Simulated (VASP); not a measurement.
The system is KCl.

```
CELL_PARAMETERS angstrom
4.34008 0.00000 0.00000
-2.17004 3.75862 0.00000
0.00000 0.00000 7.63597
ATOMIC_POSITIONS crystal
K 0.00000 0.00000 0.00000
K 0.00000 0.00000 0.50000
Cl 0.33333 0.66667 0.25000
Cl 0.66667 0.33333 0.75000
```

Base run:

```yaml
Program: VASP 6.6.1
Functional: PBE
Potentials_or_basis: VASP PAW PBE potentials, release 64 (K_sv, Cl)
Cutoff: 520 eV
k_mesh: 6 × 6 × 4
Occupations: gaussian, width 0.01 eV
Spin: no spin polarisation
```

Its results: band gap on the k mesh 5.12 eV; pressure 0.8 GPa.

The run is repeated on the same cell with these changes: functional from PBE to r2SCAN. What comes out?

Band gap on the k mesh 5.77 eV; pressure 0.0 GPa.

Caveats: the PAW data sets were made with another functional, which shifts forces and pressure a little (at least some runs).

A k mesh can miss the band edges.
